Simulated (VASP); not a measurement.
ZrH2: single point with PBEsol

ZrH2:

```xyz
3
Lattice="0.0000 2.3693 2.3693 2.3693 0.0000 2.3693 2.3693 2.3693 0.0000" Properties=species:S:1:pos:R:3 pbc="T T T"
Zr    0.0000    0.0000    0.0000
H     1.1847    1.1847    1.1847
H     3.5540    3.5540    3.5540
```

```yaml
Program: VASP 6.6.1
Task: single point
Functional: PBEsol
Potentials_or_basis: VASP PAW PBE potentials, release 64 (Zr_sv, H)
Cutoff: 520 eV
k_mesh: 16 × 16 × 16
Occupations: fermi-dirac, width 0.05 eV
Spin: no spin polarisation
```

- Pressure: 2.3 GPa
- Band gap on the k mesh: zero (band 7 reaches 9.21 eV, above the bottom of band 8 at 8.43 eV)

Levels at points of the mesh, in eV from the Fermi level:
```tsv
k point	band 4	band 5	band 6	band 7	band 8	band 9	band 10	band 11
(0.00, 0.00, 0.00)	-26.79	-9.79	-1.28	-0.35	-0.35	-0.35	2.40	2.40
(0.50, 0.00, 0.00)	-26.89	-7.60	-4.39	-0.23	-0.23	3.85	3.85	4.70
(0.50, 0.50, 0.00)	-27.05	-6.75	-4.47	-3.54	4.04	4.11	4.11	6.92
```

Run time: 46 s on 1 thread of Intel(R) Xeon(R) Platinum 8488C (Sapphire Rapids) (shared host), peak memory 0.19 GiB.

Caveat: the PAW data sets were made with another functional, which shifts forces and pressure a little.
